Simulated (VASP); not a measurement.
# Ta (Cmcm) in VASP: single point with PBEsol

Aim: the single point of Ta with PBEsol.

Program: VASP 6.6.1. These are calculated values, not measurements. Logs are shortened: lines on timing, memory, paths and dates and some standing lists are left out, and cuts for length are marked.

### 1 The cell of the first run

It takes space group Cmcm (No. 63, orthorhombic). The conventional cell has a = 3.258 Å, b = 5.948 Å, c = 6.177 Å, α = 90.00°, β = 90.00°, γ = 90.00°. Within 4.3 Å of Ta (site symmetry m2m) lie 12 Ta at 3.26 to 4.00 Å.

### 2 Single point, PBEsol (Au replaced by Ta, lengths x 1.150, strained)

The input, INCAR:

```
PREC = Accurate
ENCUT = 520
EDIFF = 1E-6
ISMEAR = 0
SIGMA = 0.1
LREAL = False
LASPH = True
NELM = 100
ALGO = Fast
ISIF = 2
LWAVE = False
LCHARG = False
GGA = PS
NBANDS = 18
```

The input, KPOINTS:

```
Automatic mesh
0
Gamma
  14 14 8
```

The input, POSCAR:

```
Ta
1.0
    1.6289142033     -2.9740657764      0.0000000000
    1.6289142033      2.9740657764      0.0000000000
    0.0000000000      0.0000000000      6.1770859374
Ta
2
Direct
    0.7142337898      0.2857662102      0.2500000000
    0.2857662102      0.7142337898      0.7500000000
```

Potentials or basis: VASP PAW PBE potentials, release 64 (Ta_pv).

Run with:

```sh
$ cat potpaw_PBE.64/Ta_pv/POTCAR > POTCAR
$ mpirun -np 1 vasp_std > vasp.out
```

OUTCAR:

```text
PREC = Accurate
   ENCUT = 520
   EDIFF = 1E-6
   ISMEAR = 0
   LREAL = False
   LASPH = True
   NELM = 100
   ISIF = 2
   GGA = PS

 ion  position               nearest neighbor table
   1  0.714  0.286  0.250-   2 3.52   2 3.52   2 3.52   2 3.52
   2  0.286  0.714  0.750-   1 3.52   1 3.52   1 3.52   1 3.52

  LATTYP: Found a base centered orthorhombic cell.
 ALAT       =     3.2578284066
 B/A-ratio  =     1.8257964541
 C/A-ratio  =     1.8960746750

  Lattice vectors:

 A1 = (   1.6289142033,  -2.9740657764,   0.0000000000)
 A2 = (   1.6289142033,   2.9740657764,   0.0000000000)
 A3 = (   0.0000000000,   0.0000000000,   6.1770859374)

Analysis of symmetry for initial positions (statically):
=====================================================================
 Subroutine PRICEL returns:
 Original cell was already a primitive cell.

 Routine SETGRP: Setting up the symmetry group for a
 base centered orthorhombic supercell.

 Subroutine GETGRP returns: Found  8 space group operations
 (whereof  4 operations were pure point group operations)
 out of a pool of  8 trial point group operations.

The static configuration has the point symmetry C_2h.
 The point group associated with its full space group is D_2h.

Analysis of symmetry for dynamics (positions and initial velocities):
=====================================================================
 Subroutine PRICEL returns:
 Original cell was already a primitive cell.

 Routine SETGRP: Setting up the symmetry group for a
 base centered orthorhombic supercell.

 Subroutine GETGRP returns: Found  8 space group operations
 (whereof  4 operations were pure point group operations)
 out of a pool of  8 trial point group operations.

The dynamic configuration has the point symmetry C_2h.
 The point group associated with its full space group is D_2h.

 Subroutine INISYM returns: Found  8 space group operations
 (whereof  4 operations are pure point group operations),
 and found     1 'primitive' translations

----------------------------------------------------------------------------------------

                                     Primitive cell

  volume of cell :      59.8498

  direct lattice vectors                    reciprocal lattice vectors
     1.628914203 -2.974065776  0.000000000     0.306952938 -0.168120021  0.000000000
     1.628914203  2.974065776  0.000000000     0.306952938  0.168120021  0.000000000
     0.000000000  0.000000000  6.177085937     0.000000000  0.000000000  0.161888633

  length of vectors
[... 76 lines left out ...]
   ISPIN  =      1    spin polarized calculation?
   LNONCOLLINEAR =      F non collinear calculations
   LSORBIT =      F    spin-orbit coupling
   LASPH  =      T    aspherical Exc in radial PAW
   ENCUT  =  520.0 eV  38.22 Ry    6.18 a.u.   6.30  6.30 11.49*2*pi/ulx,y,z
   NELM   =    100;   NELMIN=  2; NELMDL= -5     # of ELM steps
   EDIFF  = 0.1E-05   stopping-criterion for ELM
   LREAL  =      F    real-space projection
   EDIFFG = 0.1E-04   stopping-criterion for IOM
   NSW    =      0    number of steps for IOM
   IBRION =     -1    ionic relax: 0-MD 1-quasi-New 2-CG
   NFREE  =      0    steps in history (QN), initial steepest desc. (CG)
   ISIF   =      2    stress and relaxation
   ISYM   =      2    0-nonsym 1-usesym 2-fastsym
   POTIM  = 0.5000    time-step for ionic-motion
   TEBEG  =    0.0;   TEEND  =   0.0 temperature during run
   PSTRESS=    0.0 pullay stress
   NELECT =      22.0000    total number of electrons
   NUPDOWN=      -1.0000    fix difference up-down
   EMIN   =  10.00;   EMAX   =-10.00  energy-range for DOS
   EFERMI =   0.00;   METHOD = LEGACY
   ISMEAR =     0;   SIGMA  =   0.10  broadening in eV -4-tet -1-fermi 0-gaus
   EFERMI_NEDOS =   21; number of points for ismear=-14 and -15
   IALGO  =     68    algorithm
   IMIX   =      4    mixing-type and parameters
     AMIX     =   0.40;   BMIX     =  1.00
     AMIX_MAG =   1.60;   BMIX_MAG =  1.00
  volume/ion in A,a.u.               =      29.92       201.94
  Fermi-wavevector in a.u.,A,eV,Ry     =   1.172722  2.216122 18.711765  1.375276
  Thomas-Fermi vector in A             =   2.309146
   LORBIT       =      0    0 simple, 1 ext, 2 COOP (PROOUT), +10 PAW based schemes
   GGA     = PS    functional components
   LHFCALC =     F    Hartree Fock is set to
   AEXX    =    0.0000 exact exchange contribution
   IVDW    =     0    specifies the selected vdW correction
   LEPSILON=     F    determine dielectric tensor
   LRPA    =     F    only Hartree local field effects (RPA)
 non-spin polarized calculation
 RMM-DIIS sequential band-by-band and
 Gauss-broadening in eV      SIGMA  =   0.10
  energy-cutoff  :      520.00
  volume of cell :       59.85
 maximum number of plane-waves:      1633
 NGX is ok and might be reduce to    28
   NGX = 13   NGY = 13   NGZ = 23

 number of electron      22.0000005 magnetization

 Free energy of the ion-electron system (eV)
  ---------------------------------------------------
  ext. energy  EPLUGINS =         0.00000000
  ---------------------------------------------------
  free energy    TOTEN  =       -20.49796912 eV

  energy without entropy =      -20.47348208  energy(sigma->0) =      -20.48572560

 E-fermi :   2.1506     XC(G=0): -10.3044

 val. band max:        2.1498622651   @ k =   0.2143   0.1429   0.1250
 cond. band min:       2.1509218961   @ k =  -0.4286   0.2857   0.2500
 fundamental gap:      0.0010596310
 Fermi energy:         2.1506475508

 k-point     1 :       0.0000    0.0000    0.0000
  band No.  band energies     occupation
      1     -33.0310      2.00000
      2     -32.8912      2.00000
      3     -32.8114      2.00000
      4     -32.8071      2.00000
      5     -32.7177      2.00000
      6     -32.6939      2.00000
[... 481 lines left out ...]
      5     -32.8625      2.00000
      6     -32.8524      2.00000
[... 10 lines left out ...]
     17       5.9202      0.00000
     18       6.5803      0.00000

 [... further k-points ...]
[... 5 lines left out ...]
  --------------------------------------------------------------------------------------
  -------------------------------------------------------------------------------------
  Total      -13.4662295    -14.0152287    -12.9803328      0.0000000      0.0000000      0.0000000
  in kB     -360.4907906   -375.1874942   -347.4833426      0.0000000      0.0000000      0.0000000
  external PRESSURE =    -361.0538758 kB  Pullay stress =       0.0000000 kB

 VOLUME and BASIS-vectors are now :
 -----------------------------------------------------------------------------
  energy-cutoff  :      520.00
  volume of cell :       59.85
      direct lattice vectors                 reciprocal lattice vectors
     1.628914203 -2.974065776  0.000000000     0.306952938 -0.168120021  0.000000000
     1.628914203  2.974065776  0.000000000     0.306952938  0.168120021  0.000000000
     0.000000000  0.000000000  6.177085937     0.000000000  0.000000000  0.161888633

 POSITION                                       TOTAL-FORCE (eV/Angst)
 -----------------------------------------------------------------------------------
      1.62891     -1.27429      1.54427         0.000000     -0.245822     -0.000000
      1.62891      1.27429      4.63281         0.000000      0.245822      0.000000
 -----------------------------------------------------------------------------------
    total drift:                               -0.000000      0.000000      0.000000

  FREE ENERGIE OF THE ION-ELECTRON SYSTEM (eV)
  ---------------------------------------------------
  free  energy   TOTEN  =       -20.4979691211 eV

  energy  without entropy=      -20.4734820820  energy(sigma->0) =      -20.48572560
```

OSZICAR:

```text
N       E                     dE             d eps       ncg     rms          rms(c)
DAV:   1     0.158720737362E+03    0.15872E+03   -0.12392E+04 10292   0.116E+03
DAV:   2    -0.181260456604E+02   -0.17685E+03   -0.17451E+03 12706   0.321E+02
DAV:   3    -0.223276640260E+02   -0.42016E+01   -0.40721E+01 13146   0.451E+01
DAV:   4    -0.223859521061E+02   -0.58288E-01   -0.57739E-01 12592   0.511E+00
DAV:   5    -0.223865618869E+02   -0.60978E-03   -0.60884E-03 12778   0.505E-01    0.919E+00
RMM:   6    -0.207572778518E+02    0.16293E+01   -0.22391E+00 10371   0.946E+00    0.355E+00
RMM:   7    -0.204869982088E+02    0.27028E+00   -0.24602E+00 11366   0.806E+00    0.123E+00
RMM:   8    -0.204962520054E+02   -0.92538E-02   -0.20861E-01 12212   0.272E+00    0.549E-01
RMM:   9    -0.204980144394E+02   -0.17624E-02   -0.92996E-02 13770   0.134E+00    0.207E-01
RMM:  10    -0.204978432160E+02    0.17122E-03   -0.11244E-02 13503   0.534E-01    0.957E-02
RMM:  11    -0.204979625612E+02   -0.11935E-03   -0.25792E-03 13943   0.223E-01    0.597E-02
RMM:  12    -0.204980007837E+02   -0.38223E-04   -0.69326E-04 12051   0.156E-01    0.368E-02
RMM:  13    -0.204979657982E+02    0.34985E-04   -0.16852E-04 13082   0.808E-02    0.107E-02
RMM:  14    -0.204979690229E+02   -0.32247E-05   -0.38536E-05 14885   0.331E-02    0.199E-02
RMM:  15    -0.204979690760E+02   -0.53051E-07   -0.19592E-05 12596   0.257E-02    0.153E-02
RMM:  16    -0.204979691211E+02   -0.45096E-07   -0.28447E-06 10795   0.807E-03
   1 F= -.20497969E+02 E0= -.20485726E+02  d E =-.244870E-01
```

stdout:

```text
POSCAR found type information on POSCAR Ta
 POSCAR found :  1 types and       2 ions
 scaLAPACK will be used
 -----------------------------------------------------------------------------
|                                                                             |
|                                                                             |
|     You enforced a specific xc type in the INCAR file but a different       |
|     I HOPE YOU KNOW WHAT YOU ARE DOING!                                     |
|                                                                             |
 -----------------------------------------------------------------------------

 LDA part: xc-table for (Slater+PW92), standard interpolation
 POSCAR, INCAR and KPOINTS ok, starting setup
 FFT: planning ... GRIDC
 FFT: planning ... GRID_SOFT
 FFT: planning ... GRID
 WAVECAR not read
 entering main loop
WARNING in EDDRMM: call to ZHEGV failed, returncode =   8  4     17
```

Run time: 5.1 min. Hardware: 1 thread of AMD EPYC 7R13 (Zen 3), shared host; peak memory 0.35 GiB.

What came out:

```yaml
Free_energy: -20.4980 eV
Pressure: -36.1 GPa
Largest_force: 0.246 eV/Å
Band_gap_on_the_k_mesh: zero (bands 11 and 12 overlap by 1.45 eV)
```

Forces in eV/Å, atoms in the order of the input:
```
Ta   0.000 -0.246  0.000
Ta   0.000  0.246  0.000
```

Levels at points of the mesh, in eV from the Fermi level:
```tsv
k point	band 9	band 10	band 11	band 12	band 13	band 14
(0.00, 0.00, 0.00)	-0.60	-0.49	0.34	0.41	0.82	1.23
(0.50, 0.00, 0.00)	-1.34	-0.66	-0.52	-0.04	1.08	2.27
(0.50, 0.50, 0.00)	-1.94	-0.32	0.18	0.91	0.99	3.13
(0.00, 0.00, 0.50)	-0.72	-0.72	0.27	0.27	0.99	0.99
(0.50, 0.00, 0.50)	-1.23	-1.23	0.87	0.87	1.68	1.68
(0.50, 0.50, 0.50)	-1.29	-1.29	0.33	0.33	1.87	1.87
```

Caveat: the cell differs from its parent crystal (Au replaced by Ta, lengths x 1.150, strained); the cell stands under tension; the PAW data sets were made with another functional, which shifts forces and pressure a little; spin-orbit coupling is left out, which moves the levels of the heavy elements.
